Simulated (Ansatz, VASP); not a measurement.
## One calculation of W, two programs

```
W
1.0
     4.43358    0.00000    0.00000
     2.21679    3.83959    0.00000
     0.00000    0.00000   27.76500
W
14
Direct
  0.66667 0.66667 0.29740
  0.00000 0.00000 0.32286
  0.33333 0.33333 0.34797
  0.66667 0.66667 0.38645
  0.00000 0.00000 0.41720
  0.33333 0.33333 0.45087
  0.66667 0.66667 0.48328
  0.00000 0.00000 0.51672
  0.33333 0.33333 0.54913
  0.66667 0.66667 0.58280
  0.00000 0.00000 0.61355
  0.33333 0.33333 0.65203
  0.66667 0.66667 0.67714
  0.00000 0.00000 0.70260
```

Alike in both runs: functional LDA; k mesh 9 × 9 × 1; no spin polarisation.

Ansatz relaxed the structure, and its values are those at the end. VASP's run is a single point on that final structure, the one shown.

```csv
,VASP,Ansatz
version,VASP 6.6.1,Ansatz 0.2.0
potentials or method,"VASP PAW LDA potentials, release 64 (W_sv)","plane-wave PAW, scalar-relativistic"
plane-wave cutoff (eV),520,420
occupations,"methfessel-paxton of order 1, width 0.1 eV","cold, width 0.1 eV"
valence electrons in the cell,196,196
```

|  | VASP | Ansatz | Ansatz less VASP |
| --- | --- | --- | --- |
| rms of the force components (eV/Å) | 0.049 | 0.001 | -0.0478 |

LDA's correlation is that of Perdew and Zunger in VASP and of Perdew and Wang (1992) in Ansatz.

Spin-orbit coupling is off throughout.
